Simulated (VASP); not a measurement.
Set up this calculation in VASP 6.6.1, as the native input.

- Task: single point
- Functional: PBEsol
- Potentials or basis: VASP PAW PBE potentials, release 64 (Co)
- Cutoff: 520 eV
- k mesh: 15 × 15 × 10
- Occupations: fermi-dirac, width 0.05 eV
- Spin: collinear spin, ferromagnetic start
- Starting moments: [1.619, 1.619] μB
- Dipole correction: no
- Further INCAR settings: ALGO = Normal; EDIFF = 1e-07; NBANDS = 20

The structure of Co lies in POSCAR:

```
Co
1.0
    2.4089170383      0.0000000000      0.0000000000
    0.0000000000      2.4089170383      0.0000000000
    0.0000000000      0.0000000000      3.4056643641
Co
2
Direct
    0.0000000000      0.0000000000      0.0000000000
    0.5000000000      0.5000000000      0.5000000000
```

This isn't the form of Co at room conditions, which is hcp.

One way to write it, as run:

INCAR

```
SYSTEM = Co
PREC = Accurate
ENCUT = 520
EDIFF = 1E-7
ISMEAR = -1
SIGMA = 0.05
LREAL = .False.
LASPH = .True.
NELM = 150
ALGO = Normal
ISIF = 2
LWAVE = .False.
LCHARG = .True.
ISPIN = 2
MAGMOM = 1.619 1.619
LORBIT = 11
LMAXMIX = 4
GGA = PS
LELF = .True.
LVHAR = .True.
NBANDS = 20
```

KPOINTS

```
Automatic mesh
0
Gamma
  15 15 10
  0 0 0
```

Potentials or basis: VASP PAW PBE potentials, release 64 (Co).

Command:

```bash
$ cat potpaw_PBE.64/Co/POTCAR > POTCAR
$ mpirun -np 1 vasp_std > vasp.out
```

Results of the run:

* Pressure: 13.7 GPa
* Net moment: 3.15 μB per cell
* Site moments: Co +1.57 μB
* Valence electrons inside the program's atomic spheres: Co 8.47

Caveat: the cell stands under pressure; the PAW data sets were made with another functional, which shifts forces and pressure a little.

It took 2.4 min on 1 thread of Intel(R) Xeon(R) Platinum 8259CL CPU @ 2.50GHz (Skylake/Cascade Lake), with other jobs on the host, peak memory 0.22 GiB.
